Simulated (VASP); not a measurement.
Wanted: the native input for a VASP 6.6.1 run.

```
Task                   : single point
Functional             : PBEsol
Dispersion             : D3(BJ)
Potentials or basis    : VASP PAW PBE potentials, release 64 (Si, O)
Cutoff                 : 520 eV
k mesh                 : 6 × 6 × 4
Occupations            : gaussian, width 0.01 eV
Spin                   : no spin polarisation
Dipole correction      : no
Further INCAR settings : ALGO = Normal; EDIFF = 1e-06; NBANDS = 34
```

The structure of SiO2 (Quartz high) lies in POSCAR:

```
SiO2
1.0
    5.0130000000      0.0000000000      0.0000000000
   -2.5065000000      4.3413853492      0.0000000000
    0.0000000000      0.0000000000      5.4700000000
Si O
3 6
Direct
    0.5000000000      0.5000000000      0.3333333333
    0.0000000000      0.5000000000      0.6666666667
    0.5000000000      0.0000000000      0.0000000000
    0.1970000000      0.8030000000      0.8333333333
    0.3940000000      0.1970000000      0.1666666667
    0.1970000000      0.3940000000      0.5000000000
    0.8030000000      0.1970000000      0.8333333333
    0.6060000000      0.8030000000      0.1666666667
    0.8030000000      0.6060000000      0.5000000000
```

These files were run (other wordings do the same):

INCAR

```
SYSTEM = SiO2
PREC = Accurate ; ENCUT = 520
EDIFF = 1E-6 ; ISMEAR = 0
SIGMA = 0.01 ; LREAL = .FALSE.
LASPH = .TRUE. ; NELM = 60
ALGO = Normal ; ISIF = 2
LWAVE = .FALSE. ; LCHARG = .FALSE.
GGA = PS ; IVDW = 12
NBANDS = 34
```

KPOINTS

```
Automatic mesh
0
G
  6 6 4
  0 0 0
```

Potentials or basis: VASP PAW PBE potentials, release 64 (Si, O).

Run with:

```bash
$ cat potpaw_PBE.64/Si/POTCAR potpaw_PBE.64/O/POTCAR > POTCAR
$ mpirun -np 1 vasp_std > vasp.out
```

It gave:

The pressure is 1.2 GPa, the largest force is 0.699 eV/Å and the band gap on the k mesh is 5.49 eV, indirect (least direct gap 5.60 eV). The dispersion energy per atom is -0.108 eV.

Caveat: the PAW data sets were made with another functional, which shifts forces and pressure a little.

It took 75 s on 1 thread of Intel(R) Xeon(R) Platinum 8375C CPU @ 2.90GHz (Ice Lake) (shared host), peak memory 0.27 GiB.
